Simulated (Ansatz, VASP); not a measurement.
## CaO: VASP beside Ansatz

The input INCAR:

```
SYSTEM = CaO
  ALGO = Normal
  EDIFF = 1E-7
  ENCUT = 520
  GGA = PE
  ISIF = 2
  ISMEAR = 0
  LASPH = .True.
  LCHARG = .False.
  LREAL = .False.
  LWAVE = .False.
  NBANDS = 24
  NELM = 60
  PREC = Accurate
  SIGMA = 0.05
```

Contents of KPOINTS:

```
k-points
0
Gamma
  9 9 6
  0 0 0
```

POSCAR

```
CaO
1.0
    3.9245805265      0.0000000000      0.0000000000
   -1.9622902632      3.3987864351      0.0000000000
    0.0000000000      0.0000000000      5.0000688124
Ca O
2 2
Direct
    0.3333333333      0.6666666667      0.7500000000
    0.6666666667      0.3333333333      0.2500000000
    0.3333333333      0.6666666667      0.2500000000
    0.6666666667      0.3333333333      0.7500000000
```

Input for Ansatz:

```yaml
crystal:
  lattice:
    - [3.9245805265, 0.0, 0.0]
    - [-1.9622902632, 3.3987864351, 0.0]
    - [0.0, 0.0, 5.0000688124]
  atoms:
    - { symbol: Ca, position: [0.3333333333, 0.6666666667, 0.75] }
    - { symbol: Ca, position: [0.6666666667, 0.3333333333, 0.25] }
    - { symbol: O, position: [0.3333333333, 0.6666666667, 0.25] }
    - { symbol: O, position: [0.6666666667, 0.3333333333, 0.75] }
basis:
  ecutwfc: 520.0
kpoints:
  mp_grid: { grid: [9, 9, 6] }
hamiltonian:
  xc: pbe
scf:
  occupations: { method: gaussian, width: 0.05 }
output:
  forces: true
  stress: true
  eigenvalues: true
```

Change from the starting cell: strain +e along x and -e along y +0.0000, strain +e along z and -e/2 along x and y +0.0400.

Alike in both runs: task single point; functional PBE; k mesh 9 × 9 × 6; occupations gaussian, width 0.05 eV; no spin polarisation.

|  | VASP | Ansatz |
| --- | --- | --- |
| version | VASP 6.6.1 | Ansatz 0.2.0 |
| potentials or method | VASP PAW PBE potentials, release 64 (Ca_sv, O), cutoff 520 eV | scalar-relativistic, plane waves, PAW |
| valence electrons in the cell | 32 | 32 |

|  | VASP | Ansatz | Ansatz less VASP |
| --- | --- | --- | --- |
| gap on the k mesh at the Fermi level (eV) | 3.25 | 3.26 | +0.011 |
| least direct gap on the mesh (eV) | 3.25 | 3.26 | +0.011 |
| pressure (GPa) | 0.9 | 0.4 | -0.49 |
| traceless stress, the component that is largest in VASP (GPa) | -4.53 | -4.34 | +0.189 |
